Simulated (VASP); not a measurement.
A run of VASP 6.6.1 is set up as follows.

The input INCAR:

```
SYSTEM = Al3N2
  ALGO = Normal
  EDIFF = 1E-6
  ENCUT = 520
  GGA = PE
  ISIF = 2
  ISMEAR = 0
  LASPH = .TRUE.
  LCHARG = .FALSE.
  LREAL = .FALSE.
  LWAVE = .FALSE.
  NBANDS = 18
  NELM = 100
  PREC = Accurate
  SIGMA = 0.1
```

File KPOINTS:

```
k-points
0
G
  10 10 10
  0 0 0
```

The input POSCAR:

```
Al3N2
1.0
    3.9811894065      0.0000000000      0.0000000000
    0.0000000000      3.9811894065      0.0000000000
    0.0000000000      0.0000000000      3.9811894065
Al N
3 2
Direct
    0.5000000000      0.0000000000      0.0000000000
    0.0000000000      0.5000000000      0.0000000000
    0.0000000000      0.0000000000      0.5000000000
    0.5000000000      0.5000000000      0.5000000000
    0.0000000000      0.0000000000      0.0000000000
```

Potentials or basis: VASP PAW PBE potentials, release 64 (Al, N).

Run with:

```bash
$ cat potpaw_PBE.64/Al/POTCAR potpaw_PBE.64/N/POTCAR > POTCAR
$ mpirun -np 1 vasp_std > vasp.out
```

**Question.** Estimate the band gap on the k mesh.

**Answer.** Zero (an odd number of electrons rules out a gap without spin polarisation).

**Question.** Predict the pressure.

**Answer.** -0.1 GPa.
